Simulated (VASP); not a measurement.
LiF:

```
CELL_PARAMETERS angstrom
0.00000 1.99487 2.09462
1.99487 0.00000 2.09462
1.99487 1.99487 0.00000
ATOMIC_POSITIONS crystal
Li 0.00000 0.00000 0.00000
F 0.50000 0.50000 0.50000
```

This cell differs from its parent crystal: uniaxial z strain +5.0%.

Program: VASP 6.6.1. Alike in all runs: task single point; potentials or basis VASP PAW PBE potentials, release 64 (Li_sv, F); no spin polarisation; cell as given; cutoff (eV) 520. Hardware: 1 thread of Intel(R) Xeon(R) 6975P-C (Granite Rapids) (shared host).

Task: Order these runs on this cell by their wall time, lowest first.
A. level r2SCAN; k mesh 10 × 10 × 10; smearing gaussian 0.01 eV
B. level PBE; k mesh 6 × 6 × 6; smearing gaussian 0.01 eV
C. level PBE; k mesh 10 × 10 × 10; smearing fermi-dirac 0.02 eV

Result: B (3.2 s), C (7.2 s), A (26 s).

Caveats: some runs use coarse meshes.
